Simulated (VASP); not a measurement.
# NbH2 (Fm-3m) in VASP: single point with PBEsol

Aim: the single point of NbH2 with PBEsol.

Program: VASP 6.6.1. These are calculated values, not measurements. Logs are shortened: lines on timing, memory, paths and dates and some standing lists are left out, and cuts for length are marked.

**1. The cell of the first run**

The structure is cubic, space group Fm-3m (No. 225). Conventional cell: a = 4.563 Å, b = 4.563 Å, c = 4.563 Å, α = 90.00°, β = 90.00°, γ = 90.00°. Within 2.6 Å of Nb (site symmetry m-3m) lie 8 H at 1.98 Å. Within 2.6 Å of H (site symmetry -43m) lie 4 Nb at 1.98 Å and 6 H at 2.28 Å.

**2. Single point, PBEsol**

INCAR

```
PREC     = Accurate       # precision mode
ENCUT    = 520            # plane-wave cutoff, eV
EDIFF    = 1E-6           # SCF threshold, eV
ISMEAR   = 0              # smearing method
SIGMA    = 0.05           # smearing width, eV
LREAL    = False          # projectors in reciprocal space
LASPH    = True           # aspherical terms in the spheres
NELM     = 100            # most SCF steps
ALGO     = Normal         # electronic algorithm
ISIF     = 2              # what is computed and relaxed
LWAVE    = False          # write WAVECAR
LCHARG   = False          # write CHGCAR
GGA      = PS             # functional
NBANDS   = 14             # bands
```

KPOINTS

```
Automatic mesh
0
Gamma
  16 16 16
```

POSCAR

```
NbH2
1.0
    0.0000000000      2.2815000000      2.2815000000
    2.2815000000      0.0000000000      2.2815000000
    2.2815000000      2.2815000000      0.0000000000
Nb H
1 2
Direct
    0.0000000000      0.0000000000      0.0000000000
    0.2500000000      0.2500000000      0.2500000000
    0.7500000000      0.7500000000      0.7500000000
```

Potentials or basis: VASP PAW PBE potentials, release 64 (Nb_sv, H).

Run with:

```
$ cat potpaw_PBE.64/Nb_sv/POTCAR potpaw_PBE.64/H/POTCAR > POTCAR
$ mpirun -np 1 vasp_std > vasp.out
```

OUTCAR:

```text
PREC = Accurate
   ENCUT = 520
   EDIFF = 1E-6
   ISMEAR = 0
   LREAL = False
   LASPH = True
   NELM = 100
   ISIF = 2
   GGA = PS

 ion  position               nearest neighbor table
   1  0.000  0.000  0.000-
   2  0.250  0.250  0.250-
   3  0.750  0.750  0.750-

  LATTYP: Found a face centered cubic cell.
 ALAT       =     4.5630000000

  Lattice vectors:

 A1 = (   0.0000000000,   2.2815000000,   2.2815000000)
 A2 = (   2.2815000000,   0.0000000000,   2.2815000000)
 A3 = (   2.2815000000,   2.2815000000,   0.0000000000)

Analysis of symmetry for initial positions (statically):
=====================================================================
 Subroutine PRICEL returns:
 Original cell was already a primitive cell.

 Routine SETGRP: Setting up the symmetry group for a
 face centered cubic supercell.

 Subroutine GETGRP returns: Found 48 space group operations
 (whereof 48 operations were pure point group operations)
 out of a pool of 48 trial point group operations.

The static configuration has the point symmetry O_h .

Analysis of symmetry for dynamics (positions and initial velocities):
=====================================================================
 Subroutine PRICEL returns:
 Original cell was already a primitive cell.

 Routine SETGRP: Setting up the symmetry group for a
 face centered cubic supercell.

 Subroutine GETGRP returns: Found 48 space group operations
 (whereof 48 operations were pure point group operations)
 out of a pool of 48 trial point group operations.

The dynamic configuration has the point symmetry O_h .

 Subroutine INISYM returns: Found 48 space group operations
 (whereof 48 operations are pure point group operations),
 and found     1 'primitive' translations

----------------------------------------------------------------------------------------

                                     Primitive cell

  volume of cell :      23.7515

  direct lattice vectors                    reciprocal lattice vectors
     0.000000000  2.281500000  2.281500000    -0.219154065  0.219154065  0.219154065
     2.281500000  0.000000000  2.281500000     0.219154065 -0.219154065  0.219154065
     2.281500000  2.281500000  0.000000000     0.219154065  0.219154065 -0.219154065

  length of vectors
     3.226528243  3.226528243  3.226528243     0.379585976  0.379585976  0.379585976

  position of ions in fractional coordinates (direct lattice)
     0.000000000  0.000000000  0.000000000
     0.250000000  0.250000000  0.250000000
[... 91 lines left out ...]
   NUPDOWN=      -1.0000    fix difference up-down
   EMIN   =  10.00;   EMAX   =-10.00  energy-range for DOS
   EFERMI =   0.00;   METHOD = LEGACY
   ISMEAR =     0;   SIGMA  =   0.05  broadening in eV -4-tet -1-fermi 0-gaus
   EFERMI_NEDOS =   21; number of points for ismear=-14 and -15
   IALGO  =     38    algorithm
   IMIX   =      4    mixing-type and parameters
     AMIX     =   0.40;   BMIX     =  1.00
     AMIX_MAG =   1.60;   BMIX_MAG =  1.00
  volume/ion in A,a.u.               =       7.92        53.43
  Fermi-wavevector in a.u.,A,eV,Ry     =   1.404564  2.654241 26.841563  1.972799
  Thomas-Fermi vector in A             =   2.527113
   LORBIT       =      0    0 simple, 1 ext, 2 COOP (PROOUT), +10 PAW based schemes
   GGA     = PS    functional components
   LHFCALC =     F    Hartree Fock is set to
   AEXX    =    0.0000 exact exchange contribution
   IVDW    =     0    specifies the selected vdW correction
   LEPSILON=     F    determine dielectric tensor
   LRPA    =     F    only Hartree local field effects (RPA)
 non-spin polarized calculation
 Gauss-broadening in eV      SIGMA  =   0.05
  energy-cutoff  :      520.00
  volume of cell :       23.75
 maximum number of plane-waves:       653
   NGX = 11   NGY = 11   NGZ = 11

 number of electron      15.0000000 magnetization

 Free energy of the ion-electron system (eV)
  ---------------------------------------------------
  ext. energy  EPLUGINS =         0.00000000
  ---------------------------------------------------
  free energy    TOTEN  =       -18.48971581 eV

  energy without entropy =      -18.48859536  energy(sigma->0) =      -18.48915559

 E-fermi :   9.8629     XC(G=0): -12.1633

 val. band max:        9.8440571132   @ k =  -0.2500   0.2500   0.0625
 cond. band min:       9.8642728332   @ k =   0.5000   0.2500   0.0625
 fundamental gap:      0.0202157200
 Fermi energy:         9.8629199640

 k-point     1 :       0.0000    0.0000    0.0000
  band No.  band energies     occupation
      1     -45.4716      2.00000
      2     -21.2672      2.00000
      3     -21.2672      2.00000
      4     -21.2672      2.00000
      5      -0.8376      2.00000
      6       8.4793      2.00000
      7       8.4793      2.00000
      8       8.4793      2.00000
      9       8.7777      2.00000
     10      11.1082      0.00000
     11      11.1082      0.00000
     12      22.1396      0.00000
     13      23.1581      0.00000
     14      23.1581      0.00000
[... 377 lines left out ...]
      1     -45.4631      2.00000
      2     -21.3339      2.00000
      3     -21.2853      2.00000
      4     -21.2718      2.00000
      5      -0.5548      2.00000
      6       6.6856      2.00000
      7       8.6165      2.00000
      8       8.6388      2.00000
      9      10.8787      0.00000
     10      10.9059      0.00000
     11      11.1042      0.00000
     12      20.3646      0.00000
     13      23.3575      0.00000
     14      23.8776      0.00000

 [... further k-points ...]

------------------------ aborting loop because EDIFF is reached ----------------------------------------

  FORCE on cell =-STRESS in cart. coord.  units (eV):
  Direction    XX          YY          ZZ          XY          YZ          ZX
  --------------------------------------------------------------------------------------
  -------------------------------------------------------------------------------------
  Total       -0.8613443     -0.8613443     -0.8613443      0.0000000      0.0000000      0.0000000
  in kB      -58.1026520    -58.1026520    -58.1026520      0.0000000      0.0000000      0.0000000
  external PRESSURE =     -58.1026520 kB  Pullay stress =       0.0000000 kB

 VOLUME and BASIS-vectors are now :
 -----------------------------------------------------------------------------
  energy-cutoff  :      520.00
  volume of cell :       23.75
      direct lattice vectors                 reciprocal lattice vectors
     0.000000000  2.281500000  2.281500000    -0.219154065  0.219154065  0.219154065
     2.281500000  0.000000000  2.281500000     0.219154065 -0.219154065  0.219154065
     2.281500000  2.281500000  0.000000000     0.219154065  0.219154065 -0.219154065

 POSITION                                       TOTAL-FORCE (eV/Angst)
 -----------------------------------------------------------------------------------
      0.00000      0.00000      0.00000        -0.000000     -0.000000     -0.000000
      1.14075      1.14075      1.14075        -0.000000     -0.000000     -0.000000
      3.42225      3.42225      3.42225         0.000000      0.000000      0.000000
 -----------------------------------------------------------------------------------
    total drift:                               -0.000000      0.000000      0.000000

  FREE ENERGIE OF THE ION-ELECTRON SYSTEM (eV)
  ---------------------------------------------------
  free  energy   TOTEN  =       -18.4897158124 eV

  energy  without entropy=      -18.4885953583  energy(sigma->0) =      -18.48915559
```

OSZICAR:

```text
N       E                     dE             d eps       ncg     rms          rms(c)
DAV:   1     0.122686486184E+03    0.12269E+03   -0.78925E+03  4060   0.105E+03
DAV:   2    -0.146345720928E+02   -0.13732E+03   -0.12977E+03  4792   0.374E+02
DAV:   3    -0.196648519444E+02   -0.50303E+01   -0.48200E+01  6128   0.631E+01
DAV:   4    -0.198945631909E+02   -0.22971E+00   -0.22893E+00  5172   0.124E+01
DAV:   5    -0.199007062780E+02   -0.61431E-02   -0.61417E-02  5944   0.182E+00    0.933E+00
DAV:   6    -0.186354921046E+02    0.12652E+01   -0.14225E+00  6330   0.139E+01    0.285E+00
DAV:   7    -0.184918000477E+02    0.14369E+00   -0.34694E-01  6772   0.567E+00    0.782E-01
DAV:   8    -0.184896646485E+02    0.21354E-02   -0.28226E-02  5590   0.206E+00    0.306E-01
DAV:   9    -0.184898209950E+02   -0.15635E-03   -0.30225E-03  6642   0.549E-01    0.741E-02
DAV:  10    -0.184897149172E+02    0.10608E-03   -0.22487E-04  4394   0.123E-01    0.129E-02
DAV:  11    -0.184897176005E+02   -0.26834E-05   -0.18378E-05  5764   0.356E-02    0.683E-03
DAV:  12    -0.184897162084E+02    0.13921E-05   -0.11979E-06  3168   0.139E-02    0.340E-03
DAV:  13    -0.184897158124E+02    0.39606E-06   -0.34152E-07  2252   0.624E-03
   1 F= -.18489716E+02 E0= -.18489156E+02  d E =-.112045E-02
```

stdout:

```text
POSCAR found type information on POSCAR NbH
 POSCAR found :  2 types and       3 ions
 scaLAPACK will be used
 -----------------------------------------------------------------------------
|                                                                             |
|                                                                             |
|     You enforced a specific xc type in the INCAR file but a different       |
|     I HOPE YOU KNOW WHAT YOU ARE DOING!                                     |
|                                                                             |
 -----------------------------------------------------------------------------

 LDA part: xc-table for (Slater+PW92), standard interpolation
 POSCAR, INCAR and KPOINTS ok, starting setup
 FFT: planning ... GRIDC
 FFT: planning ... GRID_SOFT
 FFT: planning ... GRID
 WAVECAR not read
 entering main loop
```

Run time: 18 s. Hardware: 1 thread of Intel Xeon Platinum 8488C (Sapphire Rapids), shared host; peak memory 0.17 GiB.

Results:

```yaml
Free_energy: -18.4897 eV
Pressure: -5.8 GPa
```

Levels at points of the mesh, in eV from the Fermi level:
```tsv
k point	band 6	band 7	band 8	band 9	band 10	band 11
(0.00, 0.00, 0.00)	-1.38	-1.38	-1.38	-1.09	1.25	1.25
(0.50, 0.00, 0.00)	-4.93	-1.23	-1.23	2.62	2.62	5.08
(0.50, 0.50, 0.00)	-5.00	-4.37	2.79	2.85	2.85	7.05
```

Caveat: the PAW data sets were made with another functional, which shifts forces and pressure a little.
